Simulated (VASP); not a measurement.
# Cr (Pm-3m) in VASP: further runs

Runs on Cr. Level: LDA. Tasks: single point.

Everything below comes from runs of VASP 6.6.1. Logs are shortened: lines on timing, memory, paths and dates and some standing lists are left out, and cuts for length are marked.

**1. The cell of the first run**

The structure is cubic, space group Pm-3m (No. 221). Conventional cell: a = 2.221 Å, b = 2.221 Å, c = 2.221 Å, α = 90.00°, β = 90.00°, γ = 90.00°. Cr (site symmetry m-3m) has 6 Cr at 2.22 Å within 2.9 Å.

This isn't the form of Cr at room conditions, which is bcc.

**2. Single point, LDA, collinear spin, antiferromagnetic start (10.95 Å³/atom)**

INCAR

```
SYSTEM = Cr
ALGO = Normal ; EDIFF = 1E-6
ENCUT = 520 ; GGA = CA
ISIF = 2 ; ISMEAR = -1
ISPIN = 2 ; LASPH = .TRUE.
LCHARG = .TRUE. ; LELF = .TRUE.
LMAXMIX = 4 ; LORBIT = 11
LREAL = .FALSE. ; LVHAR = .TRUE.
LWAVE = .FALSE. ; MAGMOM = 1.5 -1.5
NBANDS = 23 ; NELM = 150
PREC = Accurate ; SIGMA = 0.05
```

KPOINTS

```
k-points
0
G
  13 13 13
  0 0 0
```

POSCAR

```
Cr
1.0
    0.0000000000      2.2207934444      2.2207934444
    2.2207934444      0.0000000000      2.2207934444
    2.2207934444      2.2207934444      0.0000000000
Cr
2
Direct
    0.0000000000      0.0000000000      0.0000000000
    0.5000000000      0.5000000000      0.5000000000
```

Potentials or basis: VASP PAW LDA potentials, release 64 (Cr_pv).

Launch:

```
> cat potpaw_LDA.64/Cr_pv/POTCAR > POTCAR
> mpirun -np 1 vasp_std > vasp.out
```

OUTCAR:

```text
SYSTEM = Cr
   EDIFF = 1E-6
   ENCUT = 520
   GGA = CA
   ISIF = 2
   ISMEAR = -1
   ISPIN = 2
   LASPH = .TRUE.
   LORBIT = 11
   LREAL = .FALSE.
   NELM = 150
   PREC = Accurate

 ion  position               nearest neighbor table
   1  0.000  0.000  0.000-   2 2.22   2 2.22   2 2.22   2 2.22   2 2.22   2 2.22
   2  0.500  0.500  0.500-   1 2.22   1 2.22   1 2.22   1 2.22   1 2.22   1 2.22

  LATTYP: Found a face centered cubic cell.
 ALAT       =     4.4415868888

  Lattice vectors:

 A1 = (   0.0000000000,   2.2207934444,   2.2207934444)
 A2 = (   2.2207934444,   0.0000000000,   2.2207934444)
 A3 = (   2.2207934444,   2.2207934444,   0.0000000000)

Analysis of symmetry for initial positions (statically):
=====================================================================
 Subroutine PRICEL returns following result:

  LATTYP: Found a simple cubic cell.
 ALAT       =     2.2207934444

  Lattice vectors:

 A1 = (  -2.2207934444,   0.0000000000,   0.0000000000)
 A2 = (   0.0000000000,   0.0000000000,   2.2207934444)
 A3 = (   0.0000000000,   2.2207934444,   0.0000000000)

   2 primitive cells build up your supercell.

 Routine SETGRP: Setting up the symmetry group for a
 face centered cubic supercell.

 Subroutine GETGRP returns: Found 48 space group operations
 (whereof 48 operations were pure point group operations)
 out of a pool of 48 trial point group operations.

The static configuration has the point symmetry O_h .

Analysis of symmetry for dynamics (positions and initial velocities):
=====================================================================
 Subroutine PRICEL returns following result:

  LATTYP: Found a simple cubic cell.
 ALAT       =     2.2207934444

  Lattice vectors:

 A1 = (  -2.2207934444,   0.0000000000,   0.0000000000)
 A2 = (   0.0000000000,   0.0000000000,   2.2207934444)
 A3 = (   0.0000000000,   2.2207934444,   0.0000000000)

   2 primitive cells build up your supercell.

 Routine SETGRP: Setting up the symmetry group for a
 face centered cubic supercell.

 Subroutine GETGRP returns: Found 48 space group operations
 (whereof 48 operations were pure point group operations)
 out of a pool of 48 trial point group operations.

The dynamic configuration has the point symmetry O_h .

Analysis of structural, dynamic, and magnetic symmetry:
=====================================================================
 Subroutine PRICEL returns following result:

  LATTYP: Found a simple cubic cell.
 ALAT       =     2.2207934444

  Lattice vectors:

 A1 = (  -2.2207934444,   0.0000000000,   0.0000000000)
 A2 = (   0.0000000000,   0.0000000000,   2.2207934444)
 A3 = (   0.0000000000,   2.2207934444,   0.0000000000)

   2 primitive cells build up your supercell.

 Routine SETGRP: Setting up the symmetry group for a
 face centered cubic supercell.

 Subroutine GETGRP returns: Found 48 space group operations
 (whereof 48 operations were pure point group operations)
 out of a pool of 48 trial point group operations.

The overall configuration has the point symmetry O_h .

 Subroutine INISYM returns: Found 48 space group operations
 (whereof 48 operations are pure point group operations),
 and found     2 'primitive' translations

----------------------------------------------------------------------------------------

                                     Primitive cell

  volume of cell :      10.9528

  direct lattice vectors                    reciprocal lattice vectors
    -2.220793444  0.000000000  0.000000000    -0.450289514  0.000000000  0.000000000
     0.000000000  0.000000000  2.220793444     0.000000000  0.000000000  0.450289514
     0.000000000  2.220793444  0.000000000     0.000000000  0.450289514  0.000000000

  length of vectors
     2.220793444  2.220793444  2.220793444     0.450289514  0.450289514  0.450289514

  position of ions in fractional coordinates (direct lattice)
     0.000000000  0.000000000  0.000000000

  ion indices of the primitive-cell ions
   primitive index   ion index
                 1           1

----------------------------------------------------------------------------------------

 KPOINTS: k-points

Automatic generation of k-mesh.
 Grid dimensions read from file:
 generate k-points for:   13   13   13

 Generating k-lattice:

  Cartesian coordinates                     Fractional coordinates (reciprocal lattice)
    -0.017318827  0.017318827  0.017318827     0.076923077  0.000000000  0.000000000
     0.017318827 -0.017318827  0.017318827     0.000000000  0.076923077  0.000000000
     0.017318827  0.017318827 -0.017318827     0.000000000  0.000000000  0.076923077

  Length of vectors
     0.029997089  0.029997089  0.029997089

  Shift w.r.t. Gamma in fractional coordinates (k-lattice)
     0.000000000  0.000000000  0.000000000

 Subroutine IBZKPT returns following result:
 ===========================================

 Found     84 irreducible k-points:

 Following reciprocal coordinates:
            Coordinates               Weight
  0.000000  0.000000  0.000000      1.000000
  0.076923  0.000000  0.000000      8.000000
  0.153846  0.000000  0.000000      8.000000
  0.230769  0.000000  0.000000      8.000000
  0.307692  0.000000  0.000000      8.000000
  0.384615  0.000000  0.000000      8.000000
[... 16 lines left out ...]
  0.384615  0.153846  0.000000     24.000000
  0.461538  0.153846  0.000000     24.000000
 [... further k-points ...]
   k-points           NKPTS =     84   k-points in BZ     NKDIM =     84   number of bands    NBANDS=     23
   number of dos      NEDOS =    301   number of ions     NIONS =      2
   total plane-waves  NPLWV =  13824
   dimension x,y,z NGX =    24 NGY =   24 NGZ =   24
   dimension x,y,z NGXF=    48 NGYF=   48 NGZF=   48
   ions per type =               2
   NGX,Y,Z   is equivalent  to a cutoff of  12.70, 12.70, 12.70 a.u.
   NGXF,Y,Z  is equivalent  to a cutoff of  25.41, 25.41, 25.41 a.u.
 SYSTEM =  Cr
   PREC   = accura    normal or accurate (medium, high low for compatibility)
   ISTART =      0    job   : 0-new  1-cont  2-samecut
   ICHARG =      2    charge: 1-file 2-atom 10-const
   ISPIN  =      2    spin polarized calculation?
   LNONCOLLINEAR =      F non collinear calculations
   LSORBIT =      F    spin-orbit coupling
   LASPH  =      T    aspherical Exc in radial PAW
   ENCUT  =  520.0 eV  38.22 Ry    6.18 a.u.   5.84  5.84  5.84*2*pi/ulx,y,z
   NELM   =    150;   NELMIN=  2; NELMDL= -5     # of ELM steps
   EDIFF  = 0.1E-05   stopping-criterion for ELM
   LREAL  =      F    real-space projection
   EDIFFG = 0.1E-04   stopping-criterion for IOM
   NSW    =      0    number of steps for IOM
   IBRION =     -1    ionic relax: 0-MD 1-quasi-New 2-CG
   NFREE  =      0    steps in history (QN), initial steepest desc. (CG)
   ISIF   =      2    stress and relaxation
   ISYM   =      2    0-nonsym 1-usesym 2-fastsym
   POTIM  = 0.5000    time-step for ionic-motion
   TEBEG  =    0.0;   TEEND  =   0.0 temperature during run
   PSTRESS=    0.0 pullay stress
   NELECT =      24.0000    total number of electrons
   NUPDOWN=      -1.0000    fix difference up-down
   EMIN   =  10.00;   EMAX   =-10.00  energy-range for DOS
   EFERMI =   0.00;   METHOD = LEGACY
   ISMEAR =    -1;   SIGMA  =   0.05  broadening in eV -4-tet -1-fermi 0-gaus
   EFERMI_NEDOS =   21; number of points for ismear=-14 and -15
   IALGO  =     38    algorithm
   IMIX   =      4    mixing-type and parameters
     AMIX     =   0.40;   BMIX     =  1.00
     AMIX_MAG =   1.60;   BMIX_MAG =  1.00
  volume/ion in A,a.u.               =      10.95        73.91
  Fermi-wavevector in a.u.,A,eV,Ry     =   1.687694  3.189280 38.753631  2.848312
  Thomas-Fermi vector in A             =   2.770134
   LORBIT       =     11    0 simple, 1 ext, 2 COOP (PROOUT), +10 PAW based schemes
   GGA     = CA    functional components
   LHFCALC =     F    Hartree Fock is set to
   AEXX    =    0.0000 exact exchange contribution
   IVDW    =     0    specifies the selected vdW correction
   LEPSILON=     F    determine dielectric tensor
   LRPA    =     F    only Hartree local field effects (RPA)
 spin polarized calculation
  energy-cutoff  :      520.00
  volume of cell :       21.91
 maximum number of plane-waves:       609
   NGX = 11   NGY = 11   NGZ = 11

 number of electron      23.9999980 magnetization      -0.0000000

 number of electron      23.9999980 magnetization       0.0000000

 Free energy of the ion-electron system (eV)
  ---------------------------------------------------
  ext. energy  EPLUGINS =         0.00000000
  ---------------------------------------------------
  free energy    TOTEN  =       -19.06947355 eV

  energy without entropy =      -19.05058954  energy(sigma->0) =      -19.06003154

 E-fermi :  11.6552     XC(G=0): -14.1741

 val. band max:       11.6163064955   @ k =   0.4615   0.3077   0.1538
 cond. band min:      11.6818570473   @ k =  -0.4615   0.3077   0.0000
 fundamental gap:      0.0655505518
 Fermi energy:        11.6552161492

 spin component 1

 k-point     1 :       0.0000    0.0000    0.0000
  band No.  band energies     occupation
      1     -31.4120      1.00000
      2     -31.4120      1.00000
      3     -31.4120      1.00000
      4     -30.2550      1.00000
      5     -30.2550      1.00000
      6     -30.2550      1.00000
[... 15 lines left out ...]
     22      28.1243      0.00000
     23      28.1243      0.00000

 k-point     2 :       0.0769    0.0000    0.0000
  band No.  band energies     occupation
      1     -31.4016      1.00000
      2     -31.3975      1.00000
      3     -31.3975      1.00000
      4     -30.2801      1.00000
      5     -30.2742      1.00000
      6     -30.2742      1.00000
[... 15 lines left out ...]
     22      28.1305      0.00000
     23      28.1305      0.00000

 k-point     3 :       0.1538    0.0000    0.0000
  band No.  band energies     occupation
      1     -31.3700      1.00000
      2     -31.3544      1.00000
      3     -31.3544      1.00000
      4     -30.3523      1.00000
      5     -30.3306      1.00000
      6     -30.3306      1.00000
[... 15 lines left out ...]
     22      28.1411      0.00000
     23      28.1411      0.00000
[... 495 lines left out ...]
 k-point    23 :       0.3846    0.1538    0.0000
  band No.  band energies     occupation
      1     -31.4072      1.00000
      2     -31.3822      1.00000
      3     -31.1556      1.00000
      4     -30.6646      1.00000
      5     -30.3733      1.00000
      6     -30.3486      1.00000
[... 15 lines left out ...]
     22      25.4147      0.00000
     23      26.8660      0.00000

 k-point    24 :       0.4615    0.1538    0.0000
  band No.  band energies     occupation
      1     -31.3299      1.00000
      2     -31.3026      1.00000
      3     -31.2900      1.00000
      4     -30.5220      1.00000
      5     -30.4914      1.00000
      6     -30.4548      1.00000
[... 15 lines left out ...]
     22      24.8071      0.00000
     23      27.5317      0.00000

 [... further k-points ...]

 spin component 2

 k-point     1 :       0.0000    0.0000    0.0000
  band No.  band energies     occupation
      1     -31.4120      1.00000
      2     -31.4120      1.00000
      3     -31.4120      1.00000
      4     -30.2550      1.00000
      5     -30.2550      1.00000
      6     -30.2550      1.00000
[... 15 lines left out ...]
     22      28.1243      0.00000
     23      28.1243      0.00000

 k-point     2 :       0.0769    0.0000    0.0000
  band No.  band energies     occupation
      1     -31.4016      1.00000
      2     -31.3975      1.00000
      3     -31.3975      1.00000
      4     -30.2801      1.00000
      5     -30.2742      1.00000
      6     -30.2742      1.00000
[... 15 lines left out ...]
     22      28.1305      0.00000
     23      28.1305      0.00000

 k-point     3 :       0.1538    0.0000    0.0000
  band No.  band energies     occupation
      1     -31.3700      1.00000
      2     -31.3544      1.00000
      3     -31.3544      1.00000
      4     -30.3523      1.00000
      5     -30.3306      1.00000
      6     -30.3306      1.00000
[... 15 lines left out ...]
     22      28.1411      0.00000
     23      28.1411      0.00000
[... 495 lines left out ...]
 k-point    23 :       0.3846    0.1538    0.0000
  band No.  band energies     occupation
      1     -31.4072      1.00000
      2     -31.3822      1.00000
      3     -31.1556      1.00000
      4     -30.6646      1.00000
      5     -30.3733      1.00000
      6     -30.3486      1.00000
[... 15 lines left out ...]
     22      25.4147      0.00000
     23      26.8660      0.00000

 k-point    24 :       0.4615    0.1538    0.0000
  band No.  band energies     occupation
      1     -31.3299      1.00000
      2     -31.3026      1.00000
      3     -31.2900      1.00000
      4     -30.5220      1.00000
      5     -30.4914      1.00000
      6     -30.4548      1.00000
[... 15 lines left out ...]
     22      24.8071      0.00000
     23      27.5317      0.00000

 [... further k-points ...]
[... 5 lines left out ...]
  --------------------------------------------------------------------------------------
  -------------------------------------------------------------------------------------
  Total        3.0918828      3.0918828      3.0918828      0.0000000     -0.0000000     -0.0000000
  in kB      226.1408946    226.1408946    226.1408946      0.0000000     -0.0000000     -0.0000000
  external PRESSURE =     226.1408946 kB  Pullay stress =       0.0000000 kB

 VOLUME and BASIS-vectors are now :
 -----------------------------------------------------------------------------
  energy-cutoff  :      520.00
  volume of cell :       21.91
      direct lattice vectors                 reciprocal lattice vectors
     0.000000000  2.220793444  2.220793444    -0.225144757  0.225144757  0.225144757
     2.220793444  0.000000000  2.220793444     0.225144757 -0.225144757  0.225144757
     2.220793444  2.220793444  0.000000000     0.225144757  0.225144757 -0.225144757

 POSITION                                       TOTAL-FORCE (eV/Angst)
 -----------------------------------------------------------------------------------
      0.00000      0.00000      0.00000        -0.000000      0.000000     -0.000000
      2.22079      2.22079      2.22079         0.000000     -0.000000      0.000000
 -----------------------------------------------------------------------------------
    total drift:                                0.000000     -0.000000      0.000000

  FREE ENERGIE OF THE ION-ELECTRON SYSTEM (eV)
  ---------------------------------------------------
  free  energy   TOTEN  =       -19.0694735466 eV

  energy  without entropy=      -19.0505895352  energy(sigma->0) =      -19.06003154

 total charge

# of ion       s       p       d       tot
------------------------------------------
    1        0.470   6.367   4.585  11.422
    2        0.470   6.367   4.585  11.422
--------------------------------------------------
tot          0.940  12.734   9.170  22.844

 magnetization (x)

# of ion       s       p       d       tot
------------------------------------------
    1        0.000   0.000   0.000   0.000
    2       -0.000  -0.000  -0.000  -0.000
--------------------------------------------------
tot          0.000   0.000   0.000   0.000
```

It took 81 s on 1 thread of Intel Xeon 8259CL, shared host; peak memory 0.17 GiB.

What came out:

```yaml
Free_energy: -19.0695 eV
Pressure: 22.6 GPa
Band_gap_on_the_k_mesh: zero (filled and empty bands overlap)
Net_moment: 0.00 μB per cell
Valence_electrons_inside_the_program's_atomic_spheres: Cr 11.42
```

Levels at points of the mesh, in eV from the Fermi level:
Spin up:
```tsv
k point	band 9	band 10	band 11	band 12	band 13	band 14	band 15	band 16
(0.00, 0.00, 0.00)	-3.88	-3.72	-3.72	-3.72	3.00	3.00	3.00	4.82
```
Spin down:
| k point | band 9 | band 10 | band 11 | band 12 | band 13 | band 14 | band 15 | band 16 |
| --- | --- | --- | --- | --- | --- | --- | --- | --- |
| (0.00, 0.00, 0.00) | -3.88 | -3.72 | -3.72 | -3.72 | 3.00 | 3.00 | 3.00 | 4.82 |

Caveat: the cell stands under pressure; an empty level that is flat over the whole mesh can mark a ghost state of the potentials, or a narrow d or f band.

(Part 1 of 3 ends here.)
